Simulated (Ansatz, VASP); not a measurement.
## KCl: VASP beside Ansatz

The input INCAR:

```
ALGO = Normal
EDIFF = 1E-7
ENCUT = 520
GGA = PS
ISIF = 2
ISMEAR = 0
LASPH = True
LCHARG = False
LREAL = False
LWAVE = False
NBANDS = 15
NELM = 80
PREC = Accurate
SIGMA = 0.05
```

Contents of KPOINTS:

```
k-points
0
Gamma
  6 6 6
```

The input POSCAR:

```
KCl
1.0
    3.6472362000      0.0000000000      0.0000000000
    0.0000000000      3.6472362000      0.0000000000
    0.0000000000      0.0000000000      3.6472362000
K Cl
1 1
Direct
    0.0000000000      0.0000000000      0.0000000000
    0.5000000000      0.5000000000      0.5000000000
```

Input for Ansatz:

```yaml
crystal:
  lattice:
    - [3.6472362, 0.0, 0.0]
    - [0.0, 3.6472362, 0.0]
    - [0.0, 0.0, 3.6472362]
  atoms:
    - { symbol: K, position: [0.0, 0.0, 0.0] }
    - { symbol: Cl, position: [0.5, 0.5, 0.5] }
basis:
  ecutwfc: 420
kpoints:
  mp_grid: { grid: [6, 6, 6] }
hamiltonian:
  xc: pbesol
scf:
  occupations: { method: gaussian, width: 0.05 }
output:
  forces: true
  stress: true
  eigenvalues: true
```

Change from the starting cell: strain -0.050 along x and y, -0.050 along z, atoms carried along.

Alike in both runs: task single point; functional PBEsol; k mesh 6 × 6 × 6; occupations gaussian, width 0.05 eV; no spin polarisation.

|  | VASP | Ansatz |
| --- | --- | --- |
| version | VASP 6.6.1 | Ansatz 0.2.0 |
| potentials or method | VASP PAW PBE potentials, release 64 (K_sv, Cl), cutoff 520 eV | scalar-relativistic, plane waves, PAW |
| valence electrons in the cell | 16 | 16 |

|  | VASP | Ansatz | Ansatz less VASP |
| --- | --- | --- | --- |
| gap on the k mesh at the Fermi level (eV) | 5.31 | 5.31 | +0.005 |
| least direct gap on the mesh (eV) | 5.54 | 5.55 | +0.004 |
| pressure (GPa) | 2.0 | 1.9 | -0.08 |

VASP's potentials were made for PBE, not for PBEsol.
